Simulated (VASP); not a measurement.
A run of VASP 6.6.1 is set up as follows.

The input POSCAR:

```
Ga
1.0
   -1.3618800000      1.3618800000      2.2958700000
    1.3618800000     -1.3618800000      2.2958700000
    1.3618800000      1.3618800000     -2.2958700000
Ga
1
Direct
    0.0000000000      0.0000000000      0.0000000000
```

File INCAR.step1:

```
SYSTEM = Ga
ALGO = Normal
EDIFF = 1E-4
ENCUT = 520
GGA = PE
ISMEAR = 0
LASPH = .TRUE.
LCHARG = .FALSE.
LREAL = .FALSE.
LWAVE = .TRUE.
NBANDS = 12
NELM = 100
PREC = Accurate
SIGMA = 0.15
```

The input INCAR.step2:

```
SYSTEM = Ga
ALGO = Normal
EDIFF = 1E-6
ENCUT = 520
ISIF = 2
ISMEAR = 0
ISTART = 1
LASPH = .TRUE.
LCHARG = .FALSE.
LMIXTAU = .TRUE.
LREAL = .FALSE.
LWAVE = .FALSE.
METAGGA = R2SCAN
NBANDS = 12
NELM = 100
PREC = Accurate
SIGMA = 0.15
```

Contents of KPOINTS:

```
k-points
0
G
  24 24 24
  0 0 0
```

Potentials or basis: VASP PAW PBE potentials, release 64 (Ga_d).

Run with:

```sh
$ cat potpaw_PBE.64/Ga_d/POTCAR > POTCAR
$ cp INCAR.step1 INCAR
$ mpirun -np 1 vasp_std > vasp.out
$ cp INCAR.step2 INCAR
$ mpirun -np 1 vasp_std > vasp.out
```

Estimate the pressure.

3.3 GPa.

Stress tensor (GPa, compression positive):
```
3.67 0.00 0.00
0.00 3.67 0.00
0.00 0.00 2.67
```

Caveat: the cell differs from its parent crystal (strain -0.030 along x and y, +0.030 along z); the PAW data sets were made with another functional, which shifts forces and pressure a little.
